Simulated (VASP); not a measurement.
# C: single point with PBEsol+D3(BJ)

C:

```xyz
4
Lattice="2.4580 -0.3687 0.0000 -1.5483 2.3130 0.0000 0.0000 0.0000 6.8873" Properties=species:S:1:pos:R:3 pbc="T T T"
C     0.0000    0.0000    0.0172
C     0.0000    0.0000    3.4609
C    -0.2129    1.4191    0.0172
C     1.1226    0.5252    3.4609
```

This cell differs from its parent crystal: engineering shear strain xy -0.3000, normal strain along z +0.0467.

```
Program             : VASP 6.6.1
Task                : single point
Functional          : PBEsol
Dispersion          : D3(BJ)
Potentials or basis : VASP PAW PBE potentials, release 64 (C)
Cutoff              : 520 eV
k mesh              : 18 × 18 × 6
Occupations         : gaussian, width 0.15 eV
Spin                : no spin polarisation
```

```
Pressure                   : 34.7 GPa
Largest force              : 5.718 eV/Å
Band gap on the k mesh     : 0.14 eV, indirect (least direct gap 0.15 eV)
Dispersion energy per atom : -0.090 eV
```

Forces in eV/Å, atoms in the order of the input:
```
C    5.074  2.579  0.000
C   -5.074 -2.579  0.000
C   -5.098 -2.590  0.000
C    5.098  2.590  0.000
```

Stress tensor (GPa, compression positive):
```
 55.52 139.84   0.00
139.84  49.92   0.00
  0.00   0.00  -1.25
```

Levels at points of the mesh, in eV from the valence-band top:
```csv
k point,band 4,band 5,band 6,band 7,band 8,band 9,band 10,band 11,band 12,band 13
"(0.00, 0.00, 0.00)",-7.74,-4.91,-4.85,-1.79,-1.78,2.82,2.89,3.18,8.74,9.61
"(0.50, 0.00, 0.00)",-12.13,-8.92,-8.89,-0.69,-0.22,0.64,0.69,1.38,1.69,12.38
"(0.00, 0.50, 0.00)",-13.87,-6.07,-6.06,-3.25,-2.68,1.36,2.07,7.29,7.45,10.33
"(0.50, 0.50, 0.00)",-13.64,-5.46,-4.86,-3.30,-3.28,0.51,1.60,8.33,8.83,12.99
"(0.00, 0.00, 0.50)",-8.67,-4.87,-4.87,-1.78,-1.78,2.85,2.85,5.51,5.51,9.64
"(0.50, 0.00, 0.50)",-12.17,-8.91,-8.91,-0.27,-0.27,0.43,0.43,1.56,1.56,11.94
"(0.00, 0.50, 0.50)",-13.90,-6.07,-6.07,-2.93,-2.93,1.56,1.56,7.39,7.39,11.41
"(0.50, 0.50, 0.50)",-13.69,-5.12,-5.12,-3.29,-3.29,0.81,0.81,10.47,10.47,11.11
```

Wall time 2.9 min on 1 thread of Intel(R) Xeon(R) 6975P-C (Granite Rapids), on a shared host, peak memory 0.37 GiB.

Caveat: the cell differs from its parent crystal (engineering shear strain xy -0.3000, normal strain along z +0.0467); the PAW data sets were made with another functional, which shifts forces and pressure a little. A k mesh can miss the band edges.
